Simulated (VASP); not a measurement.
AgI:

```
CELL_PARAMETERS angstrom
0.00000 3.23650 3.23650
3.23650 0.00000 3.23650
3.23650 3.23650 0.00000
ATOMIC_POSITIONS crystal
Ag 0.00000 0.00000 0.00000
I 0.75000 0.75000 0.75000
```

```yaml
Program: VASP 6.6.1
Task: relaxation of cell and atoms
Functional: LDA
Potentials_or_basis: VASP PAW LDA potentials, release 64 (Ag, I)
Cutoff: 500 eV
k_mesh: 14 × 14 × 14
Occupations: fermi-dirac, width 0.1 eV
Spin: no spin polarisation
```

At the start: pressure -2.1 GPa; volume 33.90 Å³/atom.

Task: How do energy, volume and symmetry change on relaxing?

Result: Over 6 steps the energy falls by 13.2 meV/atom and the volume is 31.97 Å³/atom (-5.7 %); space group F-43m (No. 216, to 0.1 Å) before and after.

The path:
```tsv
step	energy change (eV)	largest force (eV/Å)	pressure (GPa)	volume (Å³)
1	0.0000	0.0000	-2.06	67.80
2	-0.0261	0.0000	0.22	63.62
3	-0.0264	0.0000	-0.02	63.95
4	-0.0263	0.0000	0.03	63.88
5	-0.0264	0.0000	0.02	63.93
6	-0.0264	0.0000	0.00	63.95
```

Final structure:
```
CELL_PARAMETERS angstrom
0.00000 3.17391 3.17391
3.17391 0.00000 3.17391
3.17391 3.17391 0.00000
ATOMIC_POSITIONS crystal
Ag 0.00000 0.00000 0.00000
I 0.75000 0.75000 0.75000
```
